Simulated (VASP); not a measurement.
Co:

```
Co
1.0
     2.45398    0.00000    0.00000
    -1.22699    2.12521    0.00000
     0.00000    0.00000    8.03395
Co
4
Direct
  0.66667 0.33333 0.75000
  0.00000 0.00000 0.50000
  0.33333 0.66667 0.25000
  0.00000 0.00000 0.00000
```

Base run:

- Program: VASP 6.6.1
- Functional: LDA
- Potentials or basis: VASP PAW LDA potentials, release 64 (Co)
- Cutoff: 520 eV
- k mesh: 12 × 12 × 4
- Occupations: fermi-dirac, width 0.05 eV
- Spin: collinear spin, ferromagnetic start
- Starting moments: [2.0, 2.0, 2.0, 2.0] μB

Its results: pressure -11.8 GPa; net moment 6.09 μB per cell; site moments Co +1.53, +1.51 (each value once) μB.

Question: The run is repeated on the same cell with these changes: functional from LDA to r2SCAN; potentials or basis from VASP PAW LDA potentials, release 64 (Co) to VASP PAW PBE potentials, release 64 (Co). What comes out?

Answer: Pressure 4.6 GPa; net moment 7.04 μB per cell; site moments Co +1.83, +1.80 (each value once) μB.

Caveats: the cell stands under tension (at least some runs); the cell stands under pressure (at least some runs); the PAW data sets were made with another functional, which shifts forces and pressure a little (at least some runs).
